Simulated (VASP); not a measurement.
The system is WS2.

```
CELL_PARAMETERS angstrom
3.18000 0.00000 0.00000
-1.59000 2.75396 0.00000
0.00000 0.00000 12.50000
ATOMIC_POSITIONS crystal
W 0.66667 0.33333 0.75000
W 0.33333 0.66667 0.25000
S 0.66667 0.33333 0.37500
S 0.33333 0.66667 0.87500
S 0.66667 0.33333 0.12500
S 0.33333 0.66667 0.62500
```

Program: VASP 6.6.1. Alike in all runs: task single point; potentials or basis VASP PAW PBE potentials, release 64 (W_sv, S); no spin polarisation; cell as given; cutoff (eV) 520; smearing fermi-dirac 0.05 eV.

Task: Order these runs on this cell by their band gap on the k mesh, lowest first.
A. level r2SCAN; k mesh 10 × 10 × 3
B. level PBE; k mesh 4 × 4 × 1
C. level PBE; k mesh 17 × 17 × 4

Result: C (1.06 eV), A (1.24 eV), B (1.40 eV).

Caveats: some runs use coarse meshes; spin-orbit coupling is left out, which moves the levels of the heavy elements.

A k mesh can miss the band edges, odd and even meshes differently.
